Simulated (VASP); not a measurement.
# La (Im-3m) in VASP: notebook

The runs below take La through single point, with PBEsol, r2SCAN50.

Everything below comes from runs of VASP 6.6.1. Logs are shortened: lines on timing, memory, paths and dates and some standing lists are left out, and cuts for length are marked.

**1. The cell of the first run**

It takes space group Im-3m (No. 229, cubic). The conventional cell has a = 4.248 Å, b = 4.248 Å, c = 4.248 Å, α = 90.00°, β = 90.00°, γ = 90.00°. La (site symmetry m-3m) has 14 La at 3.68 to 4.25 Å within 4.8 Å.

This isn't the form of La at room conditions, which is double hcp.

**2. Single point, PBEsol, non-collinear spin, zero start, spin-orbit coupling**

The input, INCAR:

```
PREC = Accurate
ENCUT = 520
EDIFF = 1E-7
ISMEAR = -1
SIGMA = 0.05
LREAL = F
LASPH = T
NELM = 150
ALGO = Fast
ISIF = 2
LWAVE = F
LCHARG = T
MAGMOM = 0 0 0
LORBIT = 11
LSORBIT = T
GGA_COMPAT = F
LORBMOM = T
LMAXMIX = 6
GGA = PS
LVHAR = T
NBANDS = 22
```

The input, KPOINTS:

```
Automatic mesh
0
Gamma
  7 7 7
```

The input, POSCAR:

```
La
1.0
   -2.1238310710      2.1238310710      2.1238310710
    2.1238310710     -2.1238310710      2.1238310710
    2.1238310710      2.1238310710     -2.1238310710
La
1
Direct
    0.0000000000      0.0000000000      0.0000000000
```

Potentials or basis: VASP PAW PBE potentials, release 64 (La).

Command:

```console
$ cat potpaw_PBE.64/La/POTCAR > POTCAR
$ mpirun -np 1 vasp_ncl > vasp.out
```

OUTCAR:

```text
PREC = Accurate
   ENCUT = 520
   EDIFF = 1E-7
   ISMEAR = -1
   LREAL = F
   LASPH = T
   NELM = 150
   ISIF = 2
   LORBIT = 11
   LSORBIT = T
   GGA = PS

 ion  position               nearest neighbor table
   1  0.000  0.000  0.000-

  LATTYP: Found a body centered cubic cell.
 ALAT       =     4.2476621420

  Lattice vectors:

 A1 = (  -2.1238310710,   2.1238310710,   2.1238310710)
 A2 = (   2.1238310710,  -2.1238310710,   2.1238310710)
 A3 = (   2.1238310710,   2.1238310710,  -2.1238310710)

Analysis of symmetry for initial positions (statically):
=====================================================================
 Subroutine PRICEL returns:
 Original cell was already a primitive cell.

 Routine SETGRP: Setting up the symmetry group for a
 body centered cubic supercell.

 Subroutine GETGRP returns: Found 48 space group operations
 (whereof 48 operations were pure point group operations)
 out of a pool of 48 trial point group operations.

The static configuration has the point symmetry O_h .

Analysis of symmetry for dynamics (positions and initial velocities):
=====================================================================
 Subroutine PRICEL returns:
 Original cell was already a primitive cell.

 Routine SETGRP: Setting up the symmetry group for a
 body centered cubic supercell.

 Subroutine GETGRP returns: Found 48 space group operations
 (whereof 48 operations were pure point group operations)
 out of a pool of 48 trial point group operations.

The dynamic configuration has the point symmetry O_h .

Analysis of structural, dynamic, and magnetic symmetry:
=====================================================================
 Subroutine PRICEL returns:
 Original cell was already a primitive cell.

 Routine SETGRP: Setting up the symmetry group for a
 body centered cubic supercell.

 Subroutine GETGRP returns: Found 48 space group operations
 (whereof 48 operations were pure point group operations)
 out of a pool of 48 trial point group operations.

The overall configuration has the point symmetry O_h .

 Subroutine INISYM returns: Found 48 space group operations
 (whereof 48 operations are pure point group operations),
 and found     1 'primitive' translations

----------------------------------------------------------------------------------------

                                     Primitive cell

  volume of cell :      38.3195

  direct lattice vectors                    reciprocal lattice vectors
    -2.123831071  2.123831071  2.123831071     0.000000000  0.235423620  0.235423620
     2.123831071 -2.123831071  2.123831071     0.235423620  0.000000000  0.235423620
     2.123831071  2.123831071 -2.123831071     0.235423620  0.235423620  0.000000000

  length of vectors
     3.678583322  3.678583322  3.678583322     0.332939277  0.332939277  0.332939277

  position of ions in fractional coordinates (direct lattice)
     0.000000000  0.000000000  0.000000000

  ion indices of the primitive-cell ions
   primitive index   ion index
                 1           1

----------------------------------------------------------------------------------------

 KPOINTS: Automatic mesh

Automatic generation of k-mesh.
 Grid dimensions read from file:
 generate k-points for:    7    7    7

 Generating k-lattice:

  Cartesian coordinates                     Fractional coordinates (reciprocal lattice)
     0.000000000  0.033631946  0.033631946     0.142857143  0.000000000  0.000000000
     0.033631946  0.000000000  0.033631946     0.000000000  0.142857143  0.000000000
     0.033631946  0.033631946  0.000000000     0.000000000  0.000000000  0.142857143

  Length of vectors
     0.047562754  0.047562754  0.047562754

  Shift w.r.t. Gamma in fractional coordinates (k-lattice)
     0.000000000  0.000000000  0.000000000

 Subroutine IBZKPT returns following result:
 ===========================================

 Found     20 irreducible k-points:
[... 46 lines left out ...]
   NFREE  =      0    steps in history (QN), initial steepest desc. (CG)
   ISIF   =      2    stress and relaxation
   ISYM   =      2    0-nonsym 1-usesym 2-fastsym
   POTIM  = 0.5000    time-step for ionic-motion
   TEBEG  =    0.0;   TEEND  =   0.0 temperature during run
   PSTRESS=    0.0 pullay stress
   NELECT =      11.0000    total number of electrons
   NUPDOWN=      -1.0000    fix difference up-down
   EMIN   =  10.00;   EMAX   =-10.00  energy-range for DOS
   EFERMI =   0.00;   METHOD = LEGACY
   ISMEAR =    -1;   SIGMA  =   0.05  broadening in eV -4-tet -1-fermi 0-gaus
   EFERMI_NEDOS =   21; number of points for ismear=-14 and -15
   IALGO  =     68    algorithm
   IMIX   =      4    mixing-type and parameters
     AMIX     =   0.40;   BMIX     =  1.00
     AMIX_MAG =   1.60;   BMIX_MAG =  1.00
  volume/ion in A,a.u.               =      38.32       258.59
  Fermi-wavevector in a.u.,A,eV,Ry     =   1.079939  2.040788 15.868033  1.166268
  Thomas-Fermi vector in A             =   2.215917
   LORBIT       =     11    0 simple, 1 ext, 2 COOP (PROOUT), +10 PAW based schemes
   GGA     = PS    functional components
   LHFCALC =     F    Hartree Fock is set to
   AEXX    =    0.0000 exact exchange contribution
   IVDW    =     0    specifies the selected vdW correction
   LEPSILON=     F    determine dielectric tensor
   LRPA    =     F    only Hartree local field effects (RPA)
 RMM-DIIS sequential band-by-band and
  energy-cutoff  :      520.00
  volume of cell :       38.32
 maximum number of plane-waves:      2110
   NGX = 13   NGY = 13   NGZ = 13

 number of electron      10.9999999 magnetization       0.0000000      0.0000000      0.0000000

 number of electron      10.9999999 magnetization      -0.0000000     -0.0000000     -0.0000000

 number of electron      10.9999998 magnetization      -0.0000000      0.0000000     -0.0000000

 number of electron      10.9999998 magnetization       0.0000000      0.0000000     -0.0000000

 Free energy of the ion-electron system (eV)
  ---------------------------------------------------
  ext. energy  EPLUGINS =         0.00000000
  ---------------------------------------------------
  free energy    TOTEN  =        -5.49690484 eV

  energy without entropy =       -5.46905268  energy(sigma->0) =       -5.48297876

 E-fermi :   7.4415     XC(G=0):  -9.5578

 val. band max:        7.4391233752   @ k =   0.2857   0.1429   0.0000
 cond. band min:       7.4590641384   @ k =   0.1429   0.1429   0.1429
 fundamental gap:      0.0199407631
 Fermi energy:         7.4415243327

 k-point     1 :       0.0000    0.0000    0.0000
  band No.  band energies     occupation
      1     -25.4767      1.00000
      2     -25.4767      1.00000
      3     -10.1569      1.00000
      4     -10.1569      1.00000
      5      -7.6739      1.00000
      6      -7.6739      1.00000
[... 489 lines left out ...]
     21       9.6690      0.00000
     22       9.6962      0.00000

------------------------ aborting loop because EDIFF is reached ----------------------------------------

  FORCE on cell =-STRESS in cart. coord.  units (eV):
  Direction    XX          YY          ZZ          XY          YZ          ZX
  --------------------------------------------------------------------------------------
  -------------------------------------------------------------------------------------
  Total       -0.5715666     -0.5715666     -0.5715666     -0.0000000     -0.0000000      0.0000000
  in kB      -23.8977765    -23.8977765    -23.8977765     -0.0000000     -0.0000000      0.0000000
  external PRESSURE =     -23.8977765 kB  Pullay stress =       0.0000000 kB

 VOLUME and BASIS-vectors are now :
 -----------------------------------------------------------------------------
  energy-cutoff  :      520.00
  volume of cell :       38.32
      direct lattice vectors                 reciprocal lattice vectors
    -2.123831071  2.123831071  2.123831071     0.000000000  0.235423620  0.235423620
     2.123831071 -2.123831071  2.123831071     0.235423620  0.000000000  0.235423620
     2.123831071  2.123831071 -2.123831071     0.235423620  0.235423620  0.000000000

 POSITION                                       TOTAL-FORCE (eV/Angst)
 -----------------------------------------------------------------------------------
      0.00000      0.00000      0.00000         0.000000      0.000000      0.000000
 -----------------------------------------------------------------------------------
    total drift:                                0.000000     -0.000000     -0.000000

  FREE ENERGIE OF THE ION-ELECTRON SYSTEM (eV)
  ---------------------------------------------------
  free  energy   TOTEN  =        -5.4969048412 eV

  energy  without entropy=       -5.4690526818  energy(sigma->0) =       -5.48297876

 orbital moment (x)

 # of ion     p       d       f       tot
 ------------------------------------------------
  1         0.000  -0.000   0.000   0.000
 ------------------------------------------------
            0.000  -0.000   0.000   0.000

 orbital moment (y)

 # of ion     p       d       f       tot
 ------------------------------------------------
  1         0.000  -0.000  -0.000  -0.000
 ------------------------------------------------
            0.000  -0.000  -0.000  -0.000

 orbital moment (z)

 # of ion     p       d       f       tot
 ------------------------------------------------
  1         0.000   0.000   0.000   0.000
 ------------------------------------------------
            0.000   0.000   0.000   0.000

 Spin-Orbit-Coupling matrix elements

 Ion:    1  E_soc:     -0.6033467
 l=   1
     0.0000000    -0.0993288    -0.0993288
    -0.0993288     0.0000000    -0.0993288
    -0.0993288    -0.0993288     0.0000000
 l=   2
     0.0000000    -0.0000383     0.0000000    -0.0000383    -0.0010953
    -0.0000383     0.0000000    -0.0008214    -0.0000383    -0.0002738
     0.0000000    -0.0008214     0.0000000    -0.0008214     0.0000000
    -0.0000383    -0.0000383    -0.0008214     0.0000000    -0.0002738
    -0.0010953    -0.0002738     0.0000000    -0.0002738     0.0000000
 l=   3
     0.0000000    -0.0000084     0.0000000     0.0000000     0.0000000     0.0000028    -0.0000753
    -0.0000084     0.0000000    -0.0000140     0.0000000    -0.0000140    -0.0000224    -0.0000084
     0.0000000    -0.0000140     0.0000000    -0.0000356     0.0000024    -0.0000402     0.0000000
     0.0000000     0.0000000    -0.0000356     0.0000000    -0.0000356     0.0000000     0.0000000
     0.0000000    -0.0000140     0.0000024    -0.0000356     0.0000000    -0.0000402     0.0000000
     0.0000028    -0.0000224    -0.0000402     0.0000000    -0.0000402     0.0000000     0.0000028
    -0.0000753    -0.0000084     0.0000000     0.0000000     0.0000000     0.0000028     0.0000000

 total charge

# of ion       s       p       d       f       tot
--------------------------------------------------
    1        2.094   5.542   0.874   0.067   8.577

 magnetization (x)

# of ion       s       p       d       f       tot
--------------------------------------------------
    1        0.000   0.000  -0.000  -0.000  -0.000

 magnetization (y)

# of ion       s       p       d       f       tot
--------------------------------------------------
    1        0.000   0.000   0.000   0.000   0.000

 magnetization (z)

# of ion       s       p       d       f       tot
--------------------------------------------------
    1        0.000   0.000   0.000  -0.000  -0.000
```

It took 3.5 min on 1 thread of AMD EPYC 7R13 (Zen 3), shared host; peak memory 0.25 GiB.

What came out:

```yaml
Free_energy: -5.4969 eV
Pressure: -2.4 GPa
Net_moment: 0.00 μB per cell
Valence_electrons_inside_the_program's_atomic_spheres: La 8.58
```

Moments on the atoms (μB; x, y, z):
```
La  0.00 0.00 0.00
```

Caveat: the PAW data sets were made with another functional, which shifts forces and pressure a little.

(Part 1 of 2 ends here.)
